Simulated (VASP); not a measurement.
# ZnS (F-43m) in VASP: notebook

ZnS is run at these levels: PBEsol; tasks: single point.

Program: VASP 6.6.1. These are calculated values, not measurements. Logs are shortened: lines on timing, memory, paths and dates and some standing lists are left out, and cuts for length are marked.

## (1) The cell of the first run

The structure is cubic, space group F-43m (No. 216). Conventional cell: a = 5.391 Å, b = 5.391 Å, c = 5.391 Å, α = 90.00°, β = 90.00°, γ = 90.00°. Zn (site symmetry -43m) has 4 S at 2.33 Å within 3.1 Å. Within 3.1 Å of S (site symmetry -43m) lie 4 Zn at 2.33 Å.

## (2) Single point, PBEsol (volume scaled by 0.99)

Input file INCAR:

```
ALGO = Normal
EDIFF = 1E-6
ENCUT = 520
GGA = PS
ISIF = 2
ISMEAR = -1
LASPH = True
LCHARG = False
LREAL = False
LWAVE = False
NBANDS = 16
NELM = 100
PREC = Accurate
SIGMA = 0.01
```

Input file KPOINTS:

```
k-points
0
Gamma
  8 8 8
```

Input file POSCAR:

```
ZnS
1.0
    0.0000000000      2.6956042803      2.6956042803
    2.6956042803      0.0000000000      2.6956042803
    2.6956042803      2.6956042803      0.0000000000
Zn S
1 1
Direct
    0.0000000000      0.0000000000      0.0000000000
    0.7500000000      0.7500000000      0.7500000000
```

Potentials or basis: VASP PAW PBE potentials, release 64 (Zn, S).

Command:

```sh
cat potpaw_PBE.64/Zn/POTCAR potpaw_PBE.64/S/POTCAR > POTCAR
mpirun -np 1 vasp_std > vasp.out
```

OUTCAR:

```text
EDIFF = 1E-6
   ENCUT = 520
   GGA = PS
   ISIF = 2
   ISMEAR = -1
   LASPH = True
   LREAL = False
   NELM = 100
   PREC = Accurate

 ion  position               nearest neighbor table
   1  0.000  0.000  0.000-   2 2.33   2 2.33   2 2.33   2 2.33
   2  0.750  0.750  0.750-   1 2.33   1 2.33   1 2.33   1 2.33

  LATTYP: Found a face centered cubic cell.
 ALAT       =     5.3912085606

  Lattice vectors:

 A1 = (   0.0000000000,   2.6956042803,   2.6956042803)
 A2 = (   2.6956042803,   0.0000000000,   2.6956042803)
 A3 = (   2.6956042803,   2.6956042803,   0.0000000000)

Analysis of symmetry for initial positions (statically):
=====================================================================
 Subroutine PRICEL returns:
 Original cell was already a primitive cell.

 Routine SETGRP: Setting up the symmetry group for a
 face centered cubic supercell.

 Subroutine GETGRP returns: Found 24 space group operations
 (whereof 24 operations were pure point group operations)
 out of a pool of 48 trial point group operations.

The static configuration has the point symmetry T_d .

Analysis of symmetry for dynamics (positions and initial velocities):
=====================================================================
 Subroutine PRICEL returns:
 Original cell was already a primitive cell.

 Routine SETGRP: Setting up the symmetry group for a
 face centered cubic supercell.

 Subroutine GETGRP returns: Found 24 space group operations
 (whereof 24 operations were pure point group operations)
 out of a pool of 48 trial point group operations.

The dynamic configuration has the point symmetry T_d .

 Subroutine INISYM returns: Found 24 space group operations
 (whereof 24 operations are pure point group operations),
 and found     1 'primitive' translations

----------------------------------------------------------------------------------------

                                     Primitive cell

  volume of cell :      39.1740

  direct lattice vectors                    reciprocal lattice vectors
     0.000000000  2.695604280  2.695604280    -0.185487167  0.185487167  0.185487167
     2.695604280  0.000000000  2.695604280     0.185487167 -0.185487167  0.185487167
     2.695604280  2.695604280  0.000000000     0.185487167  0.185487167 -0.185487167

  length of vectors
     3.812160132  3.812160132  3.812160132     0.321273197  0.321273197  0.321273197

  position of ions in fractional coordinates (direct lattice)
     0.000000000  0.000000000  0.000000000
     0.750000000  0.750000000  0.750000000

  ion indices of the primitive-cell ions
   primitive index   ion index
                 1           1
                 2           2

----------------------------------------------------------------------------------------

 KPOINTS: k-points

Automatic generation of k-mesh.
 Grid dimensions read from file:
 generate k-points for:    8    8    8

 Generating k-lattice:

  Cartesian coordinates                     Fractional coordinates (reciprocal lattice)
    -0.023185896  0.023185896  0.023185896     0.125000000  0.000000000  0.000000000
     0.023185896 -0.023185896  0.023185896     0.000000000  0.125000000  0.000000000
     0.023185896  0.023185896 -0.023185896     0.000000000  0.000000000  0.125000000

  Length of vectors
     0.040159150  0.040159150  0.040159150

  Shift w.r.t. Gamma in fractional coordinates (k-lattice)
     0.000000000  0.000000000  0.000000000

 Subroutine IBZKPT returns following result:
 ===========================================

 Found     29 irreducible k-points:

 Following reciprocal coordinates:
            Coordinates               Weight
  0.000000  0.000000  0.000000      1.000000
  0.125000  0.000000  0.000000      8.000000
  0.250000  0.000000  0.000000      8.000000
  0.375000  0.000000  0.000000      8.000000
  0.500000  0.000000  0.000000      4.000000
  0.125000  0.125000  0.000000      6.000000
[... 16 lines left out ...]
  0.500000  0.250000  0.125000     48.000000
 -0.375000  0.250000  0.125000     24.000000
 [... further k-points ...]
   k-points           NKPTS =     29   k-points in BZ     NKDIM =     29   number of bands    NBANDS=     16
   number of dos      NEDOS =    301   number of ions     NIONS =      2
   total plane-waves  NPLWV =  21952
   dimension x,y,z NGX =    28 NGY =   28 NGZ =   28
   dimension x,y,z NGXF=    56 NGYF=   56 NGZF=   56
   ions per type =               1   1
   NGX,Y,Z   is equivalent  to a cutoff of  12.21, 12.21, 12.21 a.u.
   NGXF,Y,Z  is equivalent  to a cutoff of  24.42, 24.42, 24.42 a.u.
 SYSTEM =  unknown system
   PREC   = accura    normal or accurate (medium, high low for compatibility)
   ISTART =      0    job   : 0-new  1-cont  2-samecut
   ICHARG =      2    charge: 1-file 2-atom 10-const
   ISPIN  =      1    spin polarized calculation?
   LNONCOLLINEAR =      F non collinear calculations
   LSORBIT =      F    spin-orbit coupling
   LASPH  =      T    aspherical Exc in radial PAW
   ENCUT  =  520.0 eV  38.22 Ry    6.18 a.u.   7.09  7.09  7.09*2*pi/ulx,y,z
   NELM   =    100;   NELMIN=  2; NELMDL= -5     # of ELM steps
   EDIFF  = 0.1E-05   stopping-criterion for ELM
   LREAL  =      F    real-space projection
   EDIFFG = 0.1E-04   stopping-criterion for IOM
   NSW    =      0    number of steps for IOM
   IBRION =     -1    ionic relax: 0-MD 1-quasi-New 2-CG
   NFREE  =      0    steps in history (QN), initial steepest desc. (CG)
   ISIF   =      2    stress and relaxation
   ISYM   =      2    0-nonsym 1-usesym 2-fastsym
   POTIM  = 0.5000    time-step for ionic-motion
   TEBEG  =    0.0;   TEEND  =   0.0 temperature during run
   PSTRESS=    0.0 pullay stress
   NELECT =      18.0000    total number of electrons
   NUPDOWN=      -1.0000    fix difference up-down
   EMIN   =  10.00;   EMAX   =-10.00  energy-range for DOS
   EFERMI =   0.00;   METHOD = LEGACY
   ISMEAR =    -1;   SIGMA  =   0.01  broadening in eV -4-tet -1-fermi 0-gaus
   EFERMI_NEDOS =   21; number of points for ismear=-14 and -15
   IALGO  =     38    algorithm
   IMIX   =      4    mixing-type and parameters
     AMIX     =   0.40;   BMIX     =  1.00
     AMIX_MAG =   1.60;   BMIX_MAG =  1.00
  volume/ion in A,a.u.               =      19.59       132.18
  Fermi-wavevector in a.u.,A,eV,Ry     =   1.263280  2.387253 21.713207  1.595876
  Thomas-Fermi vector in A             =   2.396645
   LORBIT       =      0    0 simple, 1 ext, 2 COOP (PROOUT), +10 PAW based schemes
   GGA     = PS    functional components
   LHFCALC =     F    Hartree Fock is set to
   AEXX    =    0.0000 exact exchange contribution
   IVDW    =     0    specifies the selected vdW correction
   LEPSILON=     F    determine dielectric tensor
   LRPA    =     F    only Hartree local field effects (RPA)
 non-spin polarized calculation
  energy-cutoff  :      520.00
  volume of cell :       39.17
 maximum number of plane-waves:      1067
   NGX = 15   NGY = 15   NGZ = 15

 number of electron      18.0000005 magnetization

 Free energy of the ion-electron system (eV)
  ---------------------------------------------------
  ext. energy  EPLUGINS =         0.00000000
  ---------------------------------------------------
  free energy    TOTEN  =        -7.58616734 eV

  energy without entropy =       -7.58616734  energy(sigma->0) =       -7.58616734

 E-fermi :   2.3517     XC(G=0):  -9.8833

 val. band max:        2.0798557646   @ k =   0.0000   0.0000   0.0000
 cond. band min:       4.0882077096   @ k =   0.0000   0.0000   0.0000
 fundamental gap:      2.0083519450
 Fermi energy:         2.3517247422

 k-point     1 :       0.0000    0.0000    0.0000
  band No.  band energies     occupation
      1     -11.1252      2.00000
      2      -4.3205      2.00000
      3      -4.3205      2.00000
      4      -4.3205      2.00000
      5      -3.8129      2.00000
      6      -3.8129      2.00000
[... 8 lines left out ...]
     15      13.8236      0.00000
     16      13.8236      0.00000

 k-point     2 :       0.1250    0.0000    0.0000
  band No.  band energies     occupation
      1     -11.0051      2.00000
      2      -4.3217      2.00000
      3      -4.2991      2.00000
      4      -4.2991      2.00000
      5      -3.8147      2.00000
      6      -3.8147      2.00000
[... 8 lines left out ...]
     15      13.1926      0.00000
     16      14.5562      0.00000

 k-point     3 :       0.2500    0.0000    0.0000
  band No.  band energies     occupation
      1     -10.6906      2.00000
      2      -4.2804      2.00000
      3      -4.2523      2.00000
      4      -4.2523      2.00000
      5      -3.8115      2.00000
      6      -3.8115      2.00000
[... 8 lines left out ...]
     15      12.9817      0.00000
     16      14.0743      0.00000

 k-point     4 :       0.3750    0.0000    0.0000
  band No.  band energies     occupation
      1     -10.3319      2.00000
      2      -4.2155      2.00000
      3      -4.2155      2.00000
      4      -4.0682      2.00000
      5      -3.7942      2.00000
      6      -3.7942      2.00000
[... 8 lines left out ...]
     15      14.1123      0.00000
     16      14.1123      0.00000

 k-point     5 :       0.5000    0.0000    0.0000
  band No.  band energies     occupation
      1     -10.1664      2.00000
      2      -4.2040      2.00000
      3      -4.2040      2.00000
      4      -3.7819      2.00000
      5      -3.7819      2.00000
      6      -3.6098      2.00000
[... 8 lines left out ...]
     15      15.4859      0.00000
     16      15.4859      0.00000

 k-point     6 :       0.1250    0.1250    0.0000
  band No.  band energies     occupation
      1     -10.9650      2.00000
      2      -4.3433      2.00000
      3      -4.2809      2.00000
      4      -4.2809      2.00000
      5      -3.8302      2.00000
      6      -3.8015      2.00000
[... 8 lines left out ...]
     15      14.0279      0.00000
     16      15.0859      0.00000
[... 267 lines left out ...]
 k-point    21 :       0.5000    0.5000    0.0000
  band No.  band energies     occupation
      1      -9.8438      2.00000
      2      -4.3671      2.00000
      3      -3.9710      2.00000
      4      -3.9710      2.00000
      5      -3.7354      2.00000
      6      -3.5952      2.00000
[... 8 lines left out ...]
     15      15.8226      0.00000
     16      16.6014      0.00000

 k-point    22 :       0.3750    0.2500    0.1250
  band No.  band energies     occupation
      1     -10.4437      2.00000
      2      -4.3069      2.00000
      3      -4.1870      2.00000
      4      -4.1603      2.00000
      5      -3.8370      2.00000
      6      -3.7739      2.00000
[... 8 lines left out ...]
     15      14.8359      0.00000
     16      17.0532      0.00000

 k-point    23 :       0.5000    0.2500    0.1250
  band No.  band energies     occupation
      1     -10.1436      2.00000
      2      -4.2126      2.00000
      3      -4.1566      2.00000
      4      -4.0185      2.00000
      5      -3.7957      2.00000
      6      -3.7404      2.00000
[... 8 lines left out ...]
     15      15.7795      0.00000
     16      16.3828      0.00000

 k-point    24 :      -0.3750    0.2500    0.1250
  band No.  band energies     occupation
      1     -10.0087      2.00000
      2      -4.1944      2.00000
      3      -4.1339      2.00000
      4      -3.8727      2.00000
      5      -3.8007      2.00000
      6      -3.5381      2.00000
[... 8 lines left out ...]
     15      15.4593      0.00000
     16      16.3257      0.00000

 [... further k-points ...]
[... 5 lines left out ...]
  --------------------------------------------------------------------------------------
  -------------------------------------------------------------------------------------
  Total       -0.3120753     -0.3120753     -0.3120753     -0.0000000     -0.0000000     -0.0000000
  in kB      -12.7635515    -12.7635515    -12.7635515     -0.0000000     -0.0000000     -0.0000000
  external PRESSURE =     -12.7635515 kB  Pullay stress =       0.0000000 kB

 VOLUME and BASIS-vectors are now :
 -----------------------------------------------------------------------------
  energy-cutoff  :      520.00
  volume of cell :       39.17
      direct lattice vectors                 reciprocal lattice vectors
     0.000000000  2.695604280  2.695604280    -0.185487167  0.185487167  0.185487167
     2.695604280  0.000000000  2.695604280     0.185487167 -0.185487167  0.185487167
     2.695604280  2.695604280  0.000000000     0.185487167  0.185487167 -0.185487167

 POSITION                                       TOTAL-FORCE (eV/Angst)
 -----------------------------------------------------------------------------------
      0.00000      0.00000      0.00000         0.000000      0.000000      0.000000
      4.04341      4.04341      4.04341        -0.000000     -0.000000     -0.000000
 -----------------------------------------------------------------------------------
    total drift:                               -0.000001     -0.000001     -0.000001

  FREE ENERGIE OF THE ION-ELECTRON SYSTEM (eV)
  ---------------------------------------------------
  free  energy   TOTEN  =        -7.5861673426 eV

  energy  without entropy=       -7.5861673426  energy(sigma->0) =       -7.58616734
```

Run time: 25 s. Hardware: 1 thread of Intel Xeon 8259CL, shared host; peak memory 0.16 GiB.

What came out:

| Property | Result |
| --- | --- |
| Free energy | -7.5862 eV |
| Pressure | -1.3 GPa |
| Band gap on the k mesh | 2.01 eV, direct |

Caveat: the PAW data sets were made with another functional, which shifts forces and pressure a little.

## (3) Single point, PBEsol (volume scaled by 1.02)

Input file INCAR:

```
SYSTEM = ZnS
PREC = Accurate
ENCUT = 520
EDIFF = 1E-6
ISMEAR = -1
SIGMA = 0.01
LREAL = .FALSE.
LASPH = .TRUE.
NELM = 80
ALGO = Normal
ISIF = 2
LWAVE = .FALSE.
LCHARG = .FALSE.
GGA = PS
NBANDS = 16
```

Input file KPOINTS:

```
Automatic mesh
0
G
  8 8 8
  0 0 0
```

Input file POSCAR:

```
ZnS
1.0
    0.0000000000      2.7225621114      2.7225621114
    2.7225621114      0.0000000000      2.7225621114
    2.7225621114      2.7225621114      0.0000000000
Zn S
1 1
Direct
    0.0000000000      0.0000000000      0.0000000000
    0.7500000000      0.7500000000      0.7500000000
```

Potentials or basis: VASP PAW PBE potentials, release 64 (Zn, S).

Command:

```sh
cat potpaw_PBE.64/Zn/POTCAR potpaw_PBE.64/S/POTCAR > POTCAR
mpirun -np 1 vasp_std > vasp.out
```

Run time: 33 s. Hardware: 1 thread of Intel Xeon 8259CL, shared host; peak memory 0.17 GiB.

Results (log left out):

```
Free energy            : -7.5692 eV
Pressure               : -3.3 GPa
Band gap on the k mesh : 1.88 eV, direct
```

Levels at points of the mesh, in eV from the valence-band top:
```tsv
k point	band 6	band 7	band 8	band 9	band 10	band 11	band 12	band 13
(0.00, 0.00, 0.00)	-5.81	0.00	0.00	0.00	1.88	6.32	6.32	6.32
(0.50, 0.00, 0.00)	-5.61	-5.22	-0.84	-0.84	3.15	6.84	6.84	8.61
(0.50, 0.50, 0.00)	-5.60	-4.52	-2.17	-2.17	3.29	3.97	10.67	11.72
```

Caveat: the PAW data sets were made with another functional, which shifts forces and pressure a little.
